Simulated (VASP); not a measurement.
# Yb (Fm-3m) in VASP: further runs

The runs below take Yb through single point, with r2SCAN.

Everything below comes from runs of VASP 6.6.1. Logs are shortened: lines on timing, memory, paths and dates and some standing lists are left out, and cuts for length are marked.

**1. The cell of the first run**

It takes space group Fm-3m (No. 225, cubic). Conventional cell: a = 5.202 Å, b = 5.202 Å, c = 5.202 Å, α = 90.00°, β = 90.00°, γ = 90.00°. Within 4.8 Å of Yb (site symmetry m-3m) lie 12 Yb at 3.68 Å.

**2. Single point, r2SCAN, collinear spin, ferromagnetic start**

POSCAR

```
Yb
1.0
    0.0000000000      2.6007719016      2.6007719016
    2.6007719016      0.0000000000      2.6007719016
    2.6007719016      2.6007719016      0.0000000000
Yb
1
Direct
    0.0000000000      0.0000000000      0.0000000000
```

INCAR.step1

```
SYSTEM = Yb
PREC = Accurate ; ENCUT = 520
ISMEAR = -1 ; SIGMA = 0.05
LREAL = .False. ; LASPH = .True.
NELM = 150 ; ISPIN = 2
MAGMOM = 1 ; LMAXMIX = 6
NBANDS = 22 ; GGA = PE
ALGO = Normal ; EDIFF = 1E-4
LWAVE = .True. ; LCHARG = .False.
```

INCAR.step2

```
SYSTEM = Yb
PREC = Accurate ; ENCUT = 520
EDIFF = 1E-6 ; ISMEAR = -1
SIGMA = 0.05 ; LREAL = .False.
LASPH = .True. ; NELM = 150
ALGO = Normal ; ISIF = 2
LWAVE = .False. ; LCHARG = .False.
ISPIN = 2 ; MAGMOM = 1
LORBIT = 11 ; LMAXMIX = 6
METAGGA = R2SCAN ; LMIXTAU = .True.
NBANDS = 22 ; ISTART = 1
```

KPOINTS

```
regular mesh
0
Gamma
  10 10 10
  0 0 0
```

Potentials or basis: VASP PAW PBE potentials, release 64 (Yb).

The run is started by

```console
> cat potpaw_PBE.64/Yb/POTCAR > POTCAR
> cp INCAR.step1 INCAR
> mpirun -np 1 vasp_std > vasp.out
> cp INCAR.step2 INCAR
> mpirun -np 1 vasp_std > vasp.out
```

OUTCAR:

```text
SYSTEM = Yb
   PREC = Accurate
   ENCUT = 520
   EDIFF = 1E-6
   ISMEAR = -1
   LREAL = .False.
   LASPH = .True.
   NELM = 150
   ISIF = 2
   ISPIN = 2
   LORBIT = 11
   METAGGA = R2SCAN
   ISTART = 1

 ion  position               nearest neighbor table
   1  0.000  0.000  0.000-

  LATTYP: Found a face centered cubic cell.
 ALAT       =     5.2015438032

  Lattice vectors:

 A1 = (   0.0000000000,   2.6007719016,   2.6007719016)
 A2 = (   2.6007719016,   0.0000000000,   2.6007719016)
 A3 = (   2.6007719016,   2.6007719016,   0.0000000000)

Analysis of symmetry for initial positions (statically):
=====================================================================
 Subroutine PRICEL returns:
 Original cell was already a primitive cell.

 Routine SETGRP: Setting up the symmetry group for a
 face centered cubic supercell.

 Subroutine GETGRP returns: Found 48 space group operations
 (whereof 48 operations were pure point group operations)
 out of a pool of 48 trial point group operations.

The static configuration has the point symmetry O_h .

Analysis of symmetry for dynamics (positions and initial velocities):
=====================================================================
 Subroutine PRICEL returns:
 Original cell was already a primitive cell.

 Routine SETGRP: Setting up the symmetry group for a
 face centered cubic supercell.

 Subroutine GETGRP returns: Found 48 space group operations
 (whereof 48 operations were pure point group operations)
 out of a pool of 48 trial point group operations.

The dynamic configuration has the point symmetry O_h .

Analysis of structural, dynamic, and magnetic symmetry:
=====================================================================
 Subroutine PRICEL returns:
 Original cell was already a primitive cell.

 Routine SETGRP: Setting up the symmetry group for a
 face centered cubic supercell.

 Subroutine GETGRP returns: Found 48 space group operations
 (whereof 48 operations were pure point group operations)
 out of a pool of 48 trial point group operations.

The overall configuration has the point symmetry O_h .

 Subroutine INISYM returns: Found 48 space group operations
 (whereof 48 operations are pure point group operations),
 and found     1 'primitive' translations

----------------------------------------------------------------------------------------

                                     Primitive cell

  volume of cell :      35.1833

  direct lattice vectors                    reciprocal lattice vectors
     0.000000000  2.600771902  2.600771902    -0.192250616  0.192250616  0.192250616
     2.600771902  0.000000000  2.600771902     0.192250616 -0.192250616  0.192250616
     2.600771902  2.600771902  0.000000000     0.192250616  0.192250616 -0.192250616

  length of vectors
     3.678046896  3.678046896  3.678046896     0.332987835  0.332987835  0.332987835

  position of ions in fractional coordinates (direct lattice)
     0.000000000  0.000000000  0.000000000

  ion indices of the primitive-cell ions
   primitive index   ion index
                 1           1

----------------------------------------------------------------------------------------

 KPOINTS: regular mesh

Automatic generation of k-mesh.
 Grid dimensions read from file:
 generate k-points for:   10   10   10

 Generating k-lattice:

  Cartesian coordinates                     Fractional coordinates (reciprocal lattice)
    -0.019225062  0.019225062  0.019225062     0.100000000  0.000000000  0.000000000
     0.019225062 -0.019225062  0.019225062     0.000000000  0.100000000  0.000000000
     0.019225062  0.019225062 -0.019225062     0.000000000  0.000000000  0.100000000

  Length of vectors
     0.033298783  0.033298783  0.033298783

  Shift w.r.t. Gamma in fractional coordinates (k-lattice)
     0.000000000  0.000000000  0.000000000

 Subroutine IBZKPT returns following result:
 ===========================================

 Found     47 irreducible k-points:

 Following reciprocal coordinates:
            Coordinates               Weight
  0.000000  0.000000  0.000000      1.000000
  0.100000  0.000000  0.000000      8.000000
  0.200000  0.000000  0.000000      8.000000
  0.300000  0.000000  0.000000      8.000000
  0.400000  0.000000  0.000000      8.000000
  0.500000  0.000000  0.000000      4.000000
[... 16 lines left out ...]
  0.300000  0.300000  0.000000      6.000000
  0.400000  0.300000  0.000000     24.000000
 [... further k-points ...]
   k-points           NKPTS =     47   k-points in BZ     NKDIM =     47   number of bands    NBANDS=     22
   number of dos      NEDOS =    301   number of ions     NIONS =      1
   total plane-waves  NPLWV =  21952
   dimension x,y,z NGX =    28 NGY =   28 NGZ =   28
   dimension x,y,z NGXF=    56 NGYF=   56 NGZF=   56
   ions per type =               1
   NGX,Y,Z   is equivalent  to a cutoff of  12.66, 12.66, 12.66 a.u.
   NGXF,Y,Z  is equivalent  to a cutoff of  25.31, 25.31, 25.31 a.u.
 SYSTEM =  Yb
   PREC   = accura    normal or accurate (medium, high low for compatibility)
   ISTART =      1    job   : 0-new  1-cont  2-samecut
   ICHARG =      0    charge: 1-file 2-atom 10-const
   ISPIN  =      2    spin polarized calculation?
   LNONCOLLINEAR =      F non collinear calculations
   LSORBIT =      F    spin-orbit coupling
   LASPH  =      T    aspherical Exc in radial PAW
   ENCUT  =  520.0 eV  38.22 Ry    6.18 a.u.   6.84  6.84  6.84*2*pi/ulx,y,z
   NELM   =    150;   NELMIN=  2; NELMDL=  0     # of ELM steps
   EDIFF  = 0.1E-05   stopping-criterion for ELM
   LREAL  =      F    real-space projection
   EDIFFG = 0.1E-04   stopping-criterion for IOM
   NSW    =      0    number of steps for IOM
   IBRION =     -1    ionic relax: 0-MD 1-quasi-New 2-CG
   NFREE  =      0    steps in history (QN), initial steepest desc. (CG)
   ISIF   =      2    stress and relaxation
   ISYM   =      2    0-nonsym 1-usesym 2-fastsym
   POTIM  = 0.5000    time-step for ionic-motion
   TEBEG  =    0.0;   TEEND  =   0.0 temperature during run
   PSTRESS=    0.0 pullay stress
   NELECT =      24.0000    total number of electrons
   NUPDOWN=      -1.0000    fix difference up-down
   EMIN   =  10.00;   EMAX   =-10.00  energy-range for DOS
   EFERMI =   0.00;   METHOD = LEGACY
   ISMEAR =    -1;   SIGMA  =   0.05  broadening in eV -4-tet -1-fermi 0-gaus
   EFERMI_NEDOS =   21; number of points for ismear=-14 and -15
   IALGO  =     38    algorithm
   IMIX   =      4    mixing-type and parameters
     AMIX     =   0.40;   BMIX     =  1.00
     AMIX_MAG =   1.60;   BMIX_MAG =  1.00
  volume/ion in A,a.u.               =      35.18       237.43
  Fermi-wavevector in a.u.,A,eV,Ry     =   1.441118  2.723319 28.256880  2.076822
  Thomas-Fermi vector in A             =   2.559786
   LORBIT       =     11    0 simple, 1 ext, 2 COOP (PROOUT), +10 PAW based schemes
   METAGGA = R2SCAN    functional components
   LHFCALC =     F    Hartree Fock is set to
   AEXX    =    0.0000 exact exchange contribution
   IVDW    =     0    specifies the selected vdW correction
   LEPSILON=     F    determine dielectric tensor
   LRPA    =     F    only Hartree local field effects (RPA)
 spin polarized calculation
  energy-cutoff  :      520.00
  volume of cell :       35.18
 maximum number of plane-waves:       962
   NGX = 13   NGY = 13   NGZ = 13

 number of electron      24.0000014 magnetization       0.0004444

 number of electron      24.0000014 magnetization      -0.0000090

 Free energy of the ion-electron system (eV)
  ---------------------------------------------------
  ext. energy  EPLUGINS =         0.00000000
  ---------------------------------------------------
  free energy    TOTEN  =       -35.53663684 eV

  energy without entropy =      -35.52332250  energy(sigma->0) =      -35.52997967

 E-fermi :   1.6166     XC(G=0): -10.2341

 val. band max:        1.6099887838   @ k =  -0.4000   0.3000   0.0000
 cond. band min:       1.7225232554   @ k =  -0.4000   0.3000   0.1000
 fundamental gap:      0.1125344716
 Fermi energy:         1.6166337924

 spin component 1

 k-point     1 :       0.0000    0.0000    0.0000
  band No.  band energies     occupation
      1     -51.7290      1.00000
      2     -23.2773      1.00000
      3     -23.2771      1.00000
      4     -23.2771      1.00000
      5      -3.8176      1.00000
      6       1.1595      0.99989
[... 14 lines left out ...]
     21      14.7000      0.00000
     22      16.8038      0.00000

 k-point     2 :       0.1000    0.0000    0.0000
  band No.  band energies     occupation
      1     -51.7271      1.00000
      2     -23.3137      1.00000
      3     -23.2820      1.00000
      4     -23.2818      1.00000
      5      -3.5727      1.00000
      6       1.1619      0.99989
[... 14 lines left out ...]
     21      15.2218      0.00000
     22      18.2148      0.00000

 k-point     3 :       0.2000    0.0000    0.0000
  band No.  band energies     occupation
      1     -51.7223      1.00000
      2     -23.4079      1.00000
      3     -23.2942      1.00000
      4     -23.2940      1.00000
      5      -2.8783      1.00000
      6       1.1696      0.99987
[... 14 lines left out ...]
     21      16.5345      0.00000
     22      17.4950      0.00000
[... 476 lines left out ...]
 k-point    23 :       0.3000    0.3000    0.0000
  band No.  band energies     occupation
      1     -51.7120      1.00000
      2     -23.5098      1.00000
      3     -23.3637      1.00000
      4     -23.3636      1.00000
      5      -1.2720      1.00000
      6       1.2046      0.99974
[... 14 lines left out ...]
     21      14.8355      0.00000
     22      16.6936      0.00000

 k-point    24 :       0.4000    0.3000    0.0000
  band No.  band energies     occupation
      1     -51.7081      1.00000
      2     -23.5577      1.00000
      3     -23.3900      1.00000
      4     -23.3784      1.00000
      5      -0.4907      1.00000
      6       1.1986      0.99977
[... 14 lines left out ...]
     21      15.5089      0.00000
     22      17.7770      0.00000

 [... further k-points ...]

 spin component 2

 k-point     1 :       0.0000    0.0000    0.0000
  band No.  band energies     occupation
      1     -51.7290      1.00000
      2     -23.2773      1.00000
      3     -23.2772      1.00000
      4     -23.2772      1.00000
      5      -3.8175      1.00000
      6       1.1594      0.99989
[... 14 lines left out ...]
     21      14.7000      0.00000
     22      16.8037      0.00000

 k-point     2 :       0.1000    0.0000    0.0000
  band No.  band energies     occupation
      1     -51.7271      1.00000
      2     -23.3137      1.00000
      3     -23.2820      1.00000
      4     -23.2818      1.00000
      5      -3.5726      1.00000
      6       1.1618      0.99989
[... 14 lines left out ...]
     21      15.2217      0.00000
     22      18.2148      0.00000

 k-point     3 :       0.2000    0.0000    0.0000
  band No.  band energies     occupation
      1     -51.7223      1.00000
      2     -23.4079      1.00000
      3     -23.2942      1.00000
      4     -23.2940      1.00000
      5      -2.8783      1.00000
      6       1.1695      0.99987
[... 14 lines left out ...]
     21      16.5345      0.00000
     22      17.4950      0.00000
[... 476 lines left out ...]
 k-point    23 :       0.3000    0.3000    0.0000
  band No.  band energies     occupation
      1     -51.7120      1.00000
      2     -23.5098      1.00000
      3     -23.3637      1.00000
      4     -23.3636      1.00000
      5      -1.2719      1.00000
      6       1.2045      0.99974
[... 14 lines left out ...]
     21      14.8355      0.00000
     22      16.6937      0.00000

 k-point    24 :       0.4000    0.3000    0.0000
  band No.  band energies     occupation
      1     -51.7082      1.00000
      2     -23.5577      1.00000
      3     -23.3900      1.00000
      4     -23.3785      1.00000
      5      -0.4906      1.00000
      6       1.1986      0.99977
[... 14 lines left out ...]
     21      15.5089      0.00000
     22      17.7771      0.00000

 [... further k-points ...]

------------------------ aborting loop because EDIFF is reached ----------------------------------------

  FORCE on cell =-STRESS in cart. coord.  units (eV):
  Direction    XX          YY          ZZ          XY          YZ          ZX
  --------------------------------------------------------------------------------------
  -------------------------------------------------------------------------------------
  Total        0.3054974      0.3054974      0.3054974      0.0000000     -0.0000000      0.0000000
  in kB       13.9117347     13.9117347     13.9117347      0.0000000     -0.0000000      0.0000000
  external PRESSURE =      13.9117347 kB  Pullay stress =       0.0000000 kB

 VOLUME and BASIS-vectors are now :
 -----------------------------------------------------------------------------
  energy-cutoff  :      520.00
  volume of cell :       35.18
      direct lattice vectors                 reciprocal lattice vectors
     0.000000000  2.600771902  2.600771902    -0.192250616  0.192250616  0.192250616
     2.600771902  0.000000000  2.600771902     0.192250616 -0.192250616  0.192250616
     2.600771902  2.600771902  0.000000000     0.192250616  0.192250616 -0.192250616

 POSITION                                       TOTAL-FORCE (eV/Angst)
 -----------------------------------------------------------------------------------
      0.00000      0.00000      0.00000         0.000000      0.000000      0.000000
 -----------------------------------------------------------------------------------
    total drift:                               -0.000000     -0.000000     -0.000000

  FREE ENERGIE OF THE ION-ELECTRON SYSTEM (eV)
  ---------------------------------------------------
  free  energy   TOTEN  =       -35.5366368360 eV

  energy  without entropy=      -35.5233224989  energy(sigma->0) =      -35.52997967

 total charge

# of ion       s       p       d       f       tot
--------------------------------------------------
    1        2.208   5.954   0.239  13.598  21.999

 magnetization (x)

# of ion       s       p       d       f       tot
--------------------------------------------------
    1        0.000   0.000   0.000  -0.000  -0.000
```

Wall time 7 min (1 thread of AMD EPYC 9R45 (Zen 5), shared host); peak memory 0.21 GiB.

What came out:

```
Free energy                                           : -35.5366 eV
Pressure                                              : 1.4 GPa
Net moment                                            : 0.00 μB per cell
Valence electrons inside the program's atomic spheres : Yb 22.00
```

Levels at points of the mesh, in eV from the Fermi level:
Spin up:
```
           k point  band 8  band 9  band 10  band 11  band 12  band 13  band 14  band 15  band 16  band 17
(0.00, 0.00, 0.00)   -0.38   -0.38    -0.33    -0.33    -0.33     3.18     3.18     3.18     5.43     5.43
(0.50, 0.00, 0.00)   -0.43   -0.40    -0.32    -0.30    -0.30     0.28     2.91     2.91     7.02     7.02
(0.50, 0.50, 0.00)   -0.42   -0.39    -0.31    -0.31    -0.29     0.13     1.76     7.04     7.50     7.50
```
Spin down:
| k point | band 9 | band 10 | band 11 | band 12 | band 13 | band 14 | band 15 | band 16 |
| --- | --- | --- | --- | --- | --- | --- | --- | --- |
| (0.00, 0.00, 0.00) | -0.38 | -0.33 | -0.33 | -0.33 | 3.18 | 3.18 | 3.18 | 5.43 |
| (0.50, 0.00, 0.00) | -0.40 | -0.32 | -0.30 | -0.30 | 0.28 | 2.91 | 2.91 | 7.02 |
| (0.50, 0.50, 0.00) | -0.39 | -0.31 | -0.31 | -0.29 | 0.13 | 1.76 | 7.04 | 7.50 |

Caveat: the PAW data sets were made with another functional, which shifts forces and pressure a little; spin-orbit coupling is left out, which moves the levels of the heavy elements. The state reached can hang on the start; a lower one may exist.

[end of part 1 of 3]
